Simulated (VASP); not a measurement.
# Cd2SnSe3 (R-3m) in VASP: a series of runs

Runs on Cd2SnSe3. Level: PBEsol. Tasks: single point, relaxation of cell and atoms.

Everything below comes from runs of VASP 6.6.1. Logs are shortened: lines on timing, memory, paths and dates and some standing lists are left out, and cuts for length are marked.

## Step 1: The cell of the first run

The structure is trigonal, space group R-3m (No. 166). The conventional cell has a = 5.375 Å, b = 5.375 Å, c = 17.879 Å, α = 90.00°, β = 90.00°, γ = 120.00°. Within 4.2 Å of Cd (site symmetry 3m) lie 3 Sn at 3.11 Å and 3 Cd at 3.11 Å and 9 Se at 3.25 to 4.10 Å. Within 4.1 Å of Sn (site symmetry -3m) lie 6 Cd at 3.11 Å and 6 Se at 3.36 Å. Se (site symmetry 2/m) has 4 Se at 2.69 Å and 2 Cd at 3.25 Å and 2 Sn at 3.36 Å within 3.5 Å.

## Step 2: Single point, PBEsol

Contents of INCAR:

```
PREC = Accurate
ENCUT = 520
EDIFF = 1E-6
ISMEAR = -1
SIGMA = 0.03
LREAL = F
LASPH = T
NELM = 60
ALGO = Normal
ISIF = 2
LWAVE = F
LCHARG = F
GGA = PS
NBANDS = 37
```

Contents of KPOINTS:

```
regular mesh
0
Gamma
  4 4 4
```

Contents of POSCAR:

```
Cd2SnSe3
1.0
    2.6877087546      1.5517493710      5.9595068798
   -2.6877087546      1.5517493710      5.9595068798
    0.0000000000     -3.1034987479      5.9595068782
Cd Sn Se
2 1 3
Direct
    0.6733573724      0.6733573724      0.6733573724
    0.3266426276      0.3266426276      0.3266426276
    0.0000000000      0.0000000000      0.0000000000
    0.0000000000      0.5000000000      0.0000000000
    0.5000000000      0.0000000000      0.0000000000
    0.0000000000      0.0000000000      0.5000000000
```

Potentials or basis: VASP PAW PBE potentials, release 64 (Cd, Sn_d, Se).

The run is started by

```
$ cat potpaw_PBE.64/Cd/POTCAR potpaw_PBE.64/Sn_d/POTCAR potpaw_PBE.64/Se/POTCAR > POTCAR
$ mpirun -np 1 vasp_std > vasp.out
```

OUTCAR:

```text
PREC = Accurate
   ENCUT = 520
   EDIFF = 1E-6
   ISMEAR = -1
   LREAL = F
   LASPH = T
   NELM = 60
   ISIF = 2
   GGA = PS

 ion  position               nearest neighbor table
   1  0.673  0.673  0.673-   3 3.11   3 3.11   3 3.11   2 3.11   2 3.11   2 3.11   5 3.25   4 3.25
                             6 3.25
   2  0.327  0.327  0.327-   3 3.11   3 3.11   3 3.11   1 3.11   1 3.11   1 3.11   5 3.25   4 3.25
                             6 3.25
   3  0.000  0.000  0.000-   1 3.11   2 3.11   1 3.11   1 3.11   2 3.11   2 3.11
   4  0.000  0.500  0.000-   6 2.69   6 2.69   5 2.69   5 2.69   1 3.25   2 3.25
   5  0.500  0.000  0.000-   6 2.69   6 2.69   4 2.69   4 2.69   1 3.25   2 3.25
   6  0.000  0.000  0.500-   4 2.69   5 2.69   4 2.69   5 2.69   1 3.25   2 3.25

  LATTYP: Found a trigonal (rhomboedric) cell.
 ALAT       =     6.7191834854
 COS(alpha) =     0.6799915798

  Lattice vectors:

 A1 = (   2.6877087546,   1.5517493710,   5.9595068798)
 A2 = (  -2.6877087546,   1.5517493710,   5.9595068798)
 A3 = (   0.0000000000,  -3.1034987479,   5.9595068782)

Analysis of symmetry for initial positions (statically):
=====================================================================
 Subroutine PRICEL returns:
 Original cell was already a primitive cell.

 Routine SETGRP: Setting up the symmetry group for a
 trigonal (rhombohedral) supercell.

 Subroutine GETGRP returns: Found 12 space group operations
 (whereof 12 operations were pure point group operations)
 out of a pool of 12 trial point group operations.

The static configuration has the point symmetry D_3d.

Analysis of symmetry for dynamics (positions and initial velocities):
=====================================================================
 Subroutine PRICEL returns:
 Original cell was already a primitive cell.

 Routine SETGRP: Setting up the symmetry group for a
 trigonal (rhombohedral) supercell.

 Subroutine GETGRP returns: Found 12 space group operations
 (whereof 12 operations were pure point group operations)
 out of a pool of 12 trial point group operations.

The dynamic configuration has the point symmetry D_3d.

 Subroutine INISYM returns: Found 12 space group operations
 (whereof 12 operations are pure point group operations),
 and found     1 'primitive' translations

----------------------------------------------------------------------------------------

[... 89 lines left out ...]
   LREAL  =      F    real-space projection
   EDIFFG = 0.1E-04   stopping-criterion for IOM
   NSW    =      0    number of steps for IOM
   IBRION =     -1    ionic relax: 0-MD 1-quasi-New 2-CG
   NFREE  =      0    steps in history (QN), initial steepest desc. (CG)
   ISIF   =      2    stress and relaxation
   ISYM   =      2    0-nonsym 1-usesym 2-fastsym
   POTIM  = 0.5000    time-step for ionic-motion
   TEBEG  =    0.0;   TEEND  =   0.0 temperature during run
   PSTRESS=    0.0 pullay stress
   NELECT =      56.0000    total number of electrons
   NUPDOWN=      -1.0000    fix difference up-down
   EMIN   =  10.00;   EMAX   =-10.00  energy-range for DOS
   EFERMI =   0.00;   METHOD = LEGACY
   ISMEAR =    -1;   SIGMA  =   0.03  broadening in eV -4-tet -1-fermi 0-gaus
   EFERMI_NEDOS =   21; number of points for ismear=-14 and -15
   IALGO  =     38    algorithm
   IMIX   =      4    mixing-type and parameters
     AMIX     =   0.40;   BMIX     =  1.00
     AMIX_MAG =   1.60;   BMIX_MAG =  1.00
  volume/ion in A,a.u.               =      24.86       167.73
  Fermi-wavevector in a.u.,A,eV,Ry     =   1.181088  2.231933 18.979715  1.394970
  Thomas-Fermi vector in A             =   2.317368
   LORBIT       =      0    0 simple, 1 ext, 2 COOP (PROOUT), +10 PAW based schemes
   GGA     = PS    functional components
   LHFCALC =     F    Hartree Fock is set to
   AEXX    =    0.0000 exact exchange contribution
   IVDW    =     0    specifies the selected vdW correction
   LEPSILON=     F    determine dielectric tensor
   LRPA    =     F    only Hartree local field effects (RPA)
 non-spin polarized calculation
  energy-cutoff  :      520.00
  volume of cell :      149.13
 maximum number of plane-waves:      4034
 NGX is ok and might be reduce to    50
   NGX = 25   NGY = 25   NGZ = 25

 number of electron      56.0000004 magnetization

 Free energy of the ion-electron system (eV)
  ---------------------------------------------------
  ext. energy  EPLUGINS =         0.00000000
  ---------------------------------------------------
  free energy    TOTEN  =       -17.88817932 eV

  energy without entropy =      -17.88200694  energy(sigma->0) =      -17.88509313

 E-fermi :   3.8795     XC(G=0): -10.0254

 val. band max:        3.8356711973   @ k =  -0.2500   0.2500   0.2500
 cond. band min:       3.9490797339   @ k =   0.5000   0.5000   0.5000
 fundamental gap:      0.1134085367
 Fermi energy:         3.8795099632

 k-point     1 :       0.0000    0.0000    0.0000
  band No.  band energies     occupation
      1     -17.6327      2.00000
      2     -17.5942      2.00000
      3     -17.5942      2.00000
      4     -17.5342      2.00000
      5     -17.5342      2.00000
      6     -11.8422      2.00000
[... 509 lines left out ...]
     36       7.8440      0.00000
     37       9.3481      0.00000

------------------------ aborting loop because EDIFF is reached ----------------------------------------

  FORCE on cell =-STRESS in cart. coord.  units (eV):
  Direction    XX          YY          ZZ          XY          YZ          ZX
  --------------------------------------------------------------------------------------
  -------------------------------------------------------------------------------------
  Total        0.1947560      0.1947560      0.0940381      0.0000000      0.0000000     -0.0000000
  in kB        2.0923581      2.0923581      1.0102975      0.0000000      0.0000000     -0.0000000
  external PRESSURE =       1.7316712 kB  Pullay stress =       0.0000000 kB

 VOLUME and BASIS-vectors are now :
 -----------------------------------------------------------------------------
  energy-cutoff  :      520.00
  volume of cell :      149.13
      direct lattice vectors                 reciprocal lattice vectors
     2.687708755  1.551749371  5.959506880     0.186032061  0.107405661  0.055933039
    -2.687708755  1.551749371  5.959506880    -0.186032061  0.107405661  0.055933039
     0.000000000 -3.103498748  5.959506878     0.000000000 -0.214811321  0.055933039

 POSITION                                       TOTAL-FORCE (eV/Angst)
 -----------------------------------------------------------------------------------
      0.00000     -0.00000     12.03863        -0.000000      0.000000     -0.006940
      0.00000     -0.00000      5.83989        -0.000000     -0.000000      0.006940
      0.00000      0.00000      0.00000        -0.000000      0.000000     -0.000000
     -1.34385      0.77587      2.97975        -0.000000      0.000000     -0.000000
      1.34385      0.77587      2.97975        -0.000000      0.000000     -0.000000
      0.00000     -1.55175      2.97975         0.000000      0.000000      0.000000
 -----------------------------------------------------------------------------------
    total drift:                               -0.000000      0.000000     -0.000000

  FREE ENERGIE OF THE ION-ELECTRON SYSTEM (eV)
  ---------------------------------------------------
  free  energy   TOTEN  =       -17.8881793213 eV

  energy  without entropy=      -17.8820069446  energy(sigma->0) =      -17.88509313
```

OSZICAR:

```text
N       E                     dE             d eps       ncg     rms          rms(c)
DAV:   1     0.508789377390E+03    0.50879E+03   -0.25720E+04   985   0.164E+03
DAV:   2     0.426806994598E+02   -0.46611E+03   -0.44815E+03   962   0.460E+02
DAV:   3    -0.155831972017E+02   -0.58264E+02   -0.56249E+02  1140   0.138E+02
DAV:   4    -0.181500554806E+02   -0.25669E+01   -0.25496E+01  1093   0.275E+01
DAV:   5    -0.182010142243E+02   -0.50959E-01   -0.50935E-01  1208   0.439E+00    0.740E+00
DAV:   6    -0.179250906797E+02    0.27592E+00   -0.63062E-01  1104   0.673E+00    0.508E+00
DAV:   7    -0.178902187986E+02    0.34872E-01   -0.19379E-01  1053   0.245E+00    0.186E+00
DAV:   8    -0.178882824983E+02    0.19363E-02   -0.36453E-02  1047   0.154E+00    0.299E-01
DAV:   9    -0.178881657915E+02    0.11671E-03   -0.27392E-03  1092   0.424E-01    0.767E-02
DAV:  10    -0.178881708054E+02   -0.50139E-05   -0.41243E-04  1030   0.159E-01    0.230E-02
DAV:  11    -0.178881807985E+02   -0.99931E-05   -0.58455E-05  1069   0.447E-02    0.140E-02
DAV:  12    -0.178881795109E+02    0.12876E-05   -0.24872E-05  1028   0.355E-02    0.436E-03
DAV:  13    -0.178881793213E+02    0.18954E-06   -0.41245E-06   867   0.138E-02
   1 F= -.17888179E+02 E0= -.17885093E+02  d E =-.617238E-02
```

stdout:

```text
POSCAR found type information on POSCAR CdSnSe
 POSCAR found :  3 types and       6 ions
 scaLAPACK will be used
 -----------------------------------------------------------------------------
|                                                                             |
|                                                                             |
|     You enforced a specific xc type in the INCAR file but a different       |
|     I HOPE YOU KNOW WHAT YOU ARE DOING!                                     |
|                                                                             |
 -----------------------------------------------------------------------------

 LDA part: xc-table for (Slater+PW92), standard interpolation
 POSCAR, INCAR and KPOINTS ok, starting setup
 FFT: planning ... GRIDC
 FFT: planning ... GRID_SOFT
 FFT: planning ... GRID
 WAVECAR not read
 entering main loop
```

It took 62 s on 1 thread of Intel Xeon Platinum 8559C (Emerald Rapids), shared host; peak memory 0.37 GiB.

Results:

```yaml
Free_energy: -17.8882 eV
Pressure: 0.2 GPa
Largest_force: 0.007 eV/Å
Band_gap_on_the_k_mesh: zero (bands 28 and 29 overlap by 2.68 eV)
```

Forces in eV/Å, atoms in the order of the input:
```
Cd   0.000  0.000 -0.007
Cd   0.000  0.000  0.007
Sn   0.000  0.000  0.000
Se   0.000  0.000  0.000
Se   0.000  0.000  0.000
Se   0.000  0.000  0.000
```

Levels at points of the mesh, in eV from the Fermi level:
```tsv
k point	band 24	band 25	band 26	band 27	band 28	band 29	band 30	band 31	band 32	band 33
(0.00, 0.00, 0.00)	-1.95	-1.95	-1.83	1.40	1.40	1.57	1.57	1.57	2.75	2.81
(0.50, 0.00, 0.00)	-2.99	-2.05	-1.91	-1.80	-1.69	-0.88	0.70	2.79	3.68	3.82
(0.50, 0.50, 0.00)	-2.13	-2.07	-1.91	-1.69	-1.35	-1.28	-0.35	1.68	3.25	3.60
(0.50, 0.50, 0.50)	-1.44	-1.44	-1.05	-0.52	0.07	0.07	0.86	1.97	2.33	2.33
```

Caveat: the PAW data sets were made with another functional, which shifts forces and pressure a little; spin-orbit coupling is left out, which moves the levels of the heavy elements.

## Step 3: Relaxation of cell and atoms, PBEsol

This run uses another cell than the first one, of 27.69 Å³/atom.

Contents of INCAR:

```
ALGO = Normal ; EDIFF = 1E-6
EDIFFG = -0.01 ; ENCUT = 600
GGA = PS ; IBRION = 2
ISIF = 3 ; ISMEAR = -1
LASPH = True ; LCHARG = False
LREAL = False ; LWAVE = False
NELM = 80 ; NSW = 100
PREC = Accurate ; SIGMA = 0.03
```

Contents of KPOINTS:

```
k-points
0
Gamma
  4 4 4
```

Contents of POSCAR:

```
Cd2SnSe3
1.0
    3.1044568400      1.7923589900      4.9756171900
   -3.1044568400      1.7923589900      4.9756171900
    0.0000000000     -3.5847179900      4.9756171900
Cd Sn Se
2 1 3
Direct
    0.6247839200      0.6247839200      0.6247839200
    0.3752160800      0.3752160800      0.3752160800
    0.0000000000      0.0000000000      0.0000000000
    0.0000000000      0.5000000000      0.0000000000
    0.5000000000      0.0000000000      0.0000000000
    0.0000000000      0.0000000000      0.5000000000
```

Potentials or basis: VASP PAW PBE potentials, release 64 (Cd, Sn_d, Se).

The run is started by

```
$ cat potpaw_PBE.64/Cd/POTCAR potpaw_PBE.64/Sn_d/POTCAR potpaw_PBE.64/Se/POTCAR > POTCAR
$ mpirun -np 1 vasp_std > vasp.out
```

It took 27 min on 1 thread of Intel Xeon Platinum 8559C (Emerald Rapids), shared host; peak memory 0.43 GiB.

The run converged. Its results:

* Free energy: -17.8891 eV
* Relaxed volume: 24.91 Å³/atom
* Relaxed cell: a = 6.721 Å, b = 6.721 Å, c = 6.721 Å, α = 47.20°, β = 47.20°, γ = 47.20°
* Space group after relaxing (to 0.1 Å): R-3m (No. 166)
* Energy gained by relaxing: 270.1 meV/atom
* Ionic steps: 50
* Pressure after relaxing: 0.0 GPa
* Band gap on the k mesh: zero (bands 28 and 29 overlap by 2.68 eV)

The path:
```
step  energy change (eV)  largest force (eV/Å)  pressure (GPa)  volume (Å³)
   1              0.0000                0.0302           -4.82       166.11
   3             -0.3919                0.0373            0.33       144.33
   5             -0.8494                0.2818            1.94       139.13
   7             -1.0910                0.4415            3.98       134.82
   9             -1.1205                0.4811            5.05       133.70
  11             -1.2038                0.4262            3.90       137.09
  13             -1.2749                0.3682           -2.21       152.01
  15             -1.3166                0.3905           -0.14       146.01
  17             -1.3313                0.3681           -0.17       146.02
  19             -1.3865                0.2777           -0.10       146.05
  21             -1.4965                0.1599            0.81       146.14
  23             -1.5331                0.0390            2.35       146.43
  25             -1.5706                0.0724            1.53       148.62
  27             -1.5737                0.1209            1.28       149.37
  29             -1.5915                0.0755            0.71       150.36
  31             -1.6068                0.0023           -0.46       152.53
  33             -1.6172                0.0290           -0.36       151.12
  35             -1.6191                0.0386           -0.01       149.78
  37             -1.6192                0.0385            0.08       149.55
  39             -1.6196                0.0252            0.03       149.74
  41             -1.6197                0.0203           -0.02       149.92
  43             -1.6198                0.0183           -0.08       150.01
  45             -1.6202                0.0150           -0.04       149.65
  47             -1.6203                0.0144            0.00       149.49
  49             -1.6205                0.0047            0.06       149.31
  50             -1.6205                0.0009            0.00       149.47
```

Final structure:
```
CELL_PARAMETERS angstrom
2.69072 1.55349 5.95960
-2.69072 1.55349 5.95960
0.00000 -3.10697 5.95960
ATOMIC_POSITIONS crystal
Cd 0.67300 0.67300 0.67300
Cd 0.32700 0.32700 0.32700
Sn 0.00000 0.00000 0.00000
Se 0.00000 0.50000 0.00000
Se 0.50000 0.00000 0.00000
Se 0.00000 0.00000 0.50000
```

Levels at points of the mesh, in eV from the Fermi level:
```tsv
k point	band 26	band 27	band 28	band 29	band 30	band 31
(0.00, 0.00, 0.00)	-1.84	1.40	1.40	1.56	1.56	1.56
(0.50, 0.00, 0.00)	-1.91	-1.80	-1.69	-0.89	0.70	2.79
(0.50, 0.50, 0.00)	-1.91	-1.69	-1.35	-1.27	-0.36	1.68
(0.50, 0.50, 0.50)	-1.06	-0.51	0.07	0.07	0.86	1.97
```

Caveat: the PAW data sets were made with another functional, which shifts forces and pressure a little; spin-orbit coupling is left out, which moves the levels of the heavy elements.

The gap in the log of VASP goes by the Fermi energy; the results here count the filled bands.